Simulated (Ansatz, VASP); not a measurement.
# Two plane-wave programs on ZnO

Contents of INCAR:

```
SYSTEM = ZnO
PREC = Accurate
ENCUT = 520
EDIFF = 1E-6
ISMEAR = 0
SIGMA = 0.05
LREAL = .FALSE.
LASPH = .TRUE.
NELM = 100
ALGO = Normal
ISIF = 2
LWAVE = .FALSE.
LCHARG = .TRUE.
GGA = CA
LELF = .TRUE.
LVHAR = .TRUE.
NBANDS = 26
```

Contents of KPOINTS:

```
Automatic mesh
0
G
  12 12 6
  0 0 0
```

The input POSCAR:

```
ZnO
1.0
    3.2308276147      0.0000000000      0.0000000000
   -1.6154138073      2.7979787896      0.0000000000
    0.0000000000      0.0000000000      5.0148906235
Zn O
2 2
Direct
    0.3333333333      0.6666666667      0.0018514197
    0.6666666667      0.3333333333      0.5018514197
    0.3333333333      0.6666666667      0.4028559245
    0.6666666667      0.3333333333      0.9028559245
```

Input for Ansatz:

```yaml
crystal:
  lattice:
    - [3.2308276147, 0.0, 0.0]
    - [-1.6154138073, 2.7979787896, 0.0]
    - [0.0, 0.0, 5.0148906235]
  atoms:
    - { symbol: Zn, position: [0.3333333333, 0.6666666667, 0.0018514197] }
    - { symbol: Zn, position: [0.6666666667, 0.3333333333, 0.5018514197] }
    - { symbol: O, position: [0.3333333333, 0.6666666667, 0.4028559245] }
    - { symbol: O, position: [0.6666666667, 0.3333333333, 0.9028559245] }
basis:
  ecutwfc: 520.0
kpoints:
  mp_grid: { grid: [12, 12, 6] }
hamiltonian:
  xc: lda
  pseudopotentials: { kind: paw, azcp: { folder: soft_1 } }
scf:
  occupations: { method: gaussian, width: 0.05 }
output:
  forces: true
  stress: true
  eigenvalues: true
  write_density: true
  write_potential: true
  elf: true
  volumetric_format: npy
```

Alike in both runs: task single point; functional LDA; k mesh 12 × 12 × 6; occupations gaussian, width 0.05 eV; no spin polarisation.

```csv
,VASP,Ansatz
version,VASP 6.6.1,Ansatz 0.2.0
potentials or method,"VASP PAW LDA potentials, release 64 (Zn, O), cutoff 520 eV","scalar-relativistic, plane waves, PAW"
valence electrons in the cell,36,36
```

Ansatz gave:

- gap on the k mesh at the Fermi level (eV): 0.85
- least direct gap on the mesh (eV): 0.85
- pressure (GPa): -0.3
- traceless stress, the component that is largest in VASP (GPa): -0.64
- rms of the force components (eV/Å): 0.179

**Question.** Which values does VASP return?

**Answer.** gap on the k mesh at the Fermi level (eV): 0.86; least direct gap on the mesh (eV): 0.86; pressure (GPa): 0.8; traceless stress, the component that is largest in VASP (GPa): -0.88; rms of the force components (eV/Å): 0.184.

Ansatz warns that its potentials were made for another functional, while VASP's fit it. LDA's correlation is that of Perdew and Zunger in VASP and of Perdew and Wang (1992) in Ansatz. Atom by atom the forces differ by 0.005 eV/Å (rms over components).
